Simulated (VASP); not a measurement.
A run of VASP 6.6.1:

The input INCAR:

```
SYSTEM = Nb
PREC     = Accurate       ! precision mode
ENCUT    = 520            ! plane-wave cutoff, eV
EDIFF    = 1E-6           ! SCF threshold, eV
ISMEAR   = 0              ! smearing method
SIGMA    = 0.15           ! smearing width, eV
LREAL    = .FALSE.        ! projectors in reciprocal space
LASPH    = .TRUE.         ! aspherical terms in the spheres
NELM     = 60             ! most SCF steps
ALGO     = Normal         ! electronic algorithm
ISIF     = 2              ! what is computed and relaxed
LWAVE    = .FALSE.        ! write WAVECAR
LCHARG   = .FALSE.        ! write CHGCAR
GGA      = PE             ! functional
NBANDS   = 12             ! bands
```

The input KPOINTS:

```
Automatic mesh
0
G
  20 20 20
  0 0 0
```

File POSCAR:

```
Nb
1.0
   -1.6889092500      1.6889092500      1.6889092500
    1.6889092500     -1.6889092500      1.6889092500
    1.6889092500      1.6889092500     -1.6889092500
Nb
1
Direct
    0.0000000000      0.0000000000      0.0000000000
```

Potentials or basis: VASP PAW PBE potentials, release 64 (Nb_sv).

Command:

```console
$ cat potpaw_PBE.64/Nb_sv/POTCAR > POTCAR
$ mpirun -np 1 vasp_std > vasp.out
```

Hardware: 1 thread of Intel(R) Xeon(R) 6975P-C (Granite Rapids), on a shared host.

Task: How long does it take, and how much memory?

Result: Run time: 22 s on 1 thread of Intel(R) Xeon(R) 6975P-C (Granite Rapids), on a shared host, peak memory 0.18 GiB. Counts: scf iterations 12, k points 256.
